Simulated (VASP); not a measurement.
# CFH3 in VASP: single point with PBE+D3(BJ)

Aim: the single point of CFH3 with PBE+D3(BJ).

Program: VASP 6.6.1. These are calculated values, not measurements. Logs are shortened: lines on timing, memory, paths and dates and some standing lists are left out, and cuts for length are marked.

**1. The cell of the first run**

The cell holds a molecule in a box, 5 atoms: a = 6.319 Å, b = 6.319 Å, c = 24.423 Å, α = 90.00°, β = 90.00°, γ = 90.00°.

**2. Single point, PBE+D3(BJ)**

File INCAR:

```
SYSTEM = H3CF
  ALGO = Normal
  DIPOL = 0.5 0.5 0.644
  EDIFF = 1E-6
  ENCUT = 520
  GGA = PE
  IDIPOL = 3
  ISIF = 2
  ISMEAR = 0
  IVDW = 12
  LASPH = .True.
  LCHARG = .False.
  LDIPOL = .True.
  LREAL = .False.
  LWAVE = .False.
  NBANDS = 15
  NELM = 60
  PREC = Accurate
  SIGMA = 0.1
```

File KPOINTS:

```
k-points
0
Gamma
  3 3 1
  0 0 0
```

File POSCAR:

```
H3CF
1.0
    6.3187499463      0.0000000000      0.0000000000
    0.0000000000      6.3187499463      0.0000000000
    0.0000000000      0.0000000000     24.4233624597
C F H
1 1 3
Direct
    0.1900983045     -0.0140544379      0.6465836687
   -0.0050637746      0.0113696334      0.6171891487
    0.2490321006     -0.1736901194      0.6375605706
    0.2993179085      0.1079454312      0.6312343938
    0.1509315862      0.0081222197      0.6898674829
```

Potentials or basis: VASP PAW PBE potentials, release 64 (C, F, H).

The run is started by

```console
$ cat potpaw_PBE.64/C/POTCAR potpaw_PBE.64/F/POTCAR potpaw_PBE.64/H/POTCAR > POTCAR
$ mpirun -np 1 vasp_std > vasp.out
```

OUTCAR:

```text
SYSTEM = H3CF
   EDIFF = 1E-6
   ENCUT = 520
   GGA = PE
   ISIF = 2
   ISMEAR = 0
   IVDW = 12
   LASPH = .True.
   LREAL = .False.
   NELM = 60
   PREC = Accurate
 IVDW          = 12

 ion  position               nearest neighbor table
   1  0.190  0.986  0.647-   5 1.09   3 1.10   4 1.10   2 1.44
   2  0.995  0.011  0.617-   1 1.44
   3  0.249  0.826  0.638-   1 1.10
   4  0.299  0.108  0.631-   1 1.10
   5  0.151  0.008  0.690-   1 1.09

  LATTYP: Found a simple tetragonal cell.
 ALAT       =     6.3187499463
 C/A-ratio  =     3.8652206002

  Lattice vectors:

 A1 = (   6.3187499463,   0.0000000000,   0.0000000000)
 A2 = (   0.0000000000,   6.3187499463,   0.0000000000)
 A3 = (   0.0000000000,   0.0000000000,  24.4233624597)

Analysis of symmetry for initial positions (statically):
=====================================================================
 Subroutine PRICEL returns:
 Original cell was already a primitive cell.

 Routine SETGRP: Setting up the symmetry group for a
 simple tetragonal supercell.

 Subroutine GETGRP returns: Found  1 space group operations
 (whereof  1 operations were pure point group operations)
 out of a pool of 16 trial point group operations.

The static configuration has the point symmetry C_1 .

Analysis of symmetry for dynamics (positions and initial velocities):
=====================================================================
 Subroutine PRICEL returns:
 Original cell was already a primitive cell.

 Routine SETGRP: Setting up the symmetry group for a
 simple tetragonal supercell.

 Subroutine GETGRP returns: Found  1 space group operations
 (whereof  1 operations were pure point group operations)
 out of a pool of 16 trial point group operations.

The dynamic configuration has the point symmetry C_1 .

 Subroutine INISYM returns: Found  1 space group operations
 (whereof  1 operations are pure point group operations),
 and found     1 'primitive' translations

----------------------------------------------------------------------------------------

                                     Primitive cell

  volume of cell :     975.1418

  direct lattice vectors                    reciprocal lattice vectors
     6.318749946  0.000000000  0.000000000     0.158259151  0.000000000  0.000000000
     0.000000000  6.318749946  0.000000000     0.000000000  0.158259151  0.000000000
     0.000000000  0.000000000 24.423362460     0.000000000  0.000000000  0.040944403

  length of vectors
     6.318749946  6.318749946 24.423362460     0.158259151  0.158259151  0.040944403

  position of ions in fractional coordinates (direct lattice)
     0.190098304  0.985945562  0.646583669
[... 87 lines left out ...]
  Thomas-Fermi vector in A             =   1.345038
   LORBIT       =      0    0 simple, 1 ext, 2 COOP (PROOUT), +10 PAW based schemes
   GGA     = PE    functional components
   LHFCALC =     F    Hartree Fock is set to
   AEXX    =    0.0000 exact exchange contribution
   IVDW    =    12    specifies the selected vdW correction
   LEPSILON=     F    determine dielectric tensor
   LRPA    =     F    only Hartree local field effects (RPA)
 non-spin polarized calculation
 Gauss-broadening in eV      SIGMA  =   0.10
  energy-cutoff  :      520.00
  volume of cell :      975.14
 maximum number of plane-waves:     26279
   NGX = 23   NGY = 23   NGZ = 91

 number of electron      14.0000004 magnetization

 dipolmoment           0.000000      0.000000     -0.184819 electrons x Angstroem

 Free energy of the ion-electron system (eV)
  ---------------------------------------------------
  ext. energy  EPLUGINS =         0.00000000
  ---------------------------------------------------
  free energy    TOTEN  =       -23.95181220 eV

  energy without entropy =      -23.95181220  energy(sigma->0) =      -23.95181220

 E-fermi :  -7.3050     XC(G=0):  -0.7247

 val. band max:       -7.8437743654   @ k =   0.0000   0.0000   0.0000
 cond. band min:      -0.9052059139   @ k =   0.0000   0.0000   0.0000
 fundamental gap:      6.9385684515
 Fermi energy:        -7.3050141362

 k-point     1 :       0.0000    0.0000    0.0000
  band No.  band energies     occupation
      1     -29.1077      2.00000
      2     -17.0962      2.00000
      3     -11.4082      2.00000
      4     -11.3515      2.00000
      5     -11.2601      2.00000
      6      -7.8844      2.00000
      7      -7.8438      2.00000
      8      -0.9052      0.00000
      9      -0.1761      0.00000
     10       0.1081      0.00000
     11       0.6793      0.00000
     12       0.8841      0.00000
     13       1.0925      0.00000
     14       1.7692      0.00000
[... 59 lines left out ...]
      2     -17.0973      2.00000
      3     -11.3986      2.00000
      4     -11.3540      2.00000
      5     -11.2662      2.00000
      6      -7.8780      2.00000
      7      -7.8491      2.00000
      8      -0.3243      0.00000
      9       0.3422      0.00000
     10       0.6911      0.00000
     11       0.9481      0.00000
     12       1.1824      0.00000
     13       1.5681      0.00000
     14       1.7266      0.00000
     15       1.7914      0.00000

------------------------ aborting loop because EDIFF is reached ----------------------------------------

 vacuum level on the upper side and lower side of the slab       (xc-potential included)        -0.415         0.405

 Edisp (eV)   -0.03954

 E8    (eV) :    -0.0095

  FORCE on cell =-STRESS in cart. coord.  units (eV):
  Direction    XX          YY          ZZ          XY          YZ          ZX
  --------------------------------------------------------------------------------------
  -------------------------------------------------------------------------------------
  Total      -0.74692    -0.24627    -0.22962     0.04650     0.04031    -0.11971
  in kB      -1.22720    -0.40462    -0.37728     0.07640     0.06622    -0.19669
  external pressure =       -0.67 kB  Pullay stress =        0.00 kB

 VOLUME and BASIS-vectors are now :
 -----------------------------------------------------------------------------
  energy-cutoff  :      520.00
  volume of cell :      975.14
      direct lattice vectors                 reciprocal lattice vectors
     6.318749946  0.000000000  0.000000000     0.158259151  0.000000000  0.000000000
     0.000000000  6.318749946  0.000000000     0.000000000  0.158259151  0.000000000
     0.000000000  0.000000000 24.423362460     0.000000000  0.000000000  0.040944403

 POSITION                                       TOTAL-FORCE (eV/Angst)
 -----------------------------------------------------------------------------------
      1.20118      6.22994     15.79175        -0.735082      0.200745     -0.627485
      6.28675      0.07184     15.07383         0.448845     -0.077740      0.238551
      1.57357      5.22125     15.57137         0.061906      0.040120      0.123425
      1.89132      0.68208     15.41687         0.014407     -0.115120      0.152533
      0.95370      0.05132     16.84888         0.209924     -0.048005      0.112976
 -----------------------------------------------------------------------------------
    total drift:                               -0.000296      0.001139      0.000136

  FREE ENERGIE OF THE ION-ELECTRON SYSTEM (eV)
  ---------------------------------------------------
  free  energy   TOTEN  =       -23.9913541554 eV

  energy  without entropy=      -23.9913541554  energy(sigma->0) =      -23.99135416

 vacuum level on the upper side and lower side of the slab        -0.274         0.603
```

stdout:

```text
POSCAR found type information on POSCAR C F H
 POSCAR found :  3 types and       5 ions
 scaLAPACK will be used
 LDA part: xc-table for (Slater+PW92), standard interpolation
 POSCAR, INCAR and KPOINTS ok, starting setup
 FFT: planning ... GRIDC
 FFT: planning ... GRID_SOFT
 FFT: planning ... GRID
 WAVECAR not read
 entering main loop
```

It used 650 s of CPU time on 1 thread of AMD EPYC 7R13 Processor (Zen 3) (shared host).

Results:

```yaml
Free_energy: -23.9914 eV
Largest_force: 0.987 eV/Å
Gap_between_the_frontier_levels: 6.94 eV, direct
Dispersion_energy_per_atom: -0.008 eV
```

Forces in eV/Å, atoms in the order of the input:
```
C   -0.735  0.201 -0.627
F    0.449 -0.078  0.239
H    0.062  0.040  0.123
H    0.014 -0.115  0.153
H    0.210 -0.048  0.113
```

Levels at points of the mesh, in eV from the valence-band top:
```tsv
k point	band 5	band 6	band 7	band 8	band 9	band 10
(0.00, 0.00, 0.00)	-3.42	-0.04	0.00	6.94	7.67	7.95
```
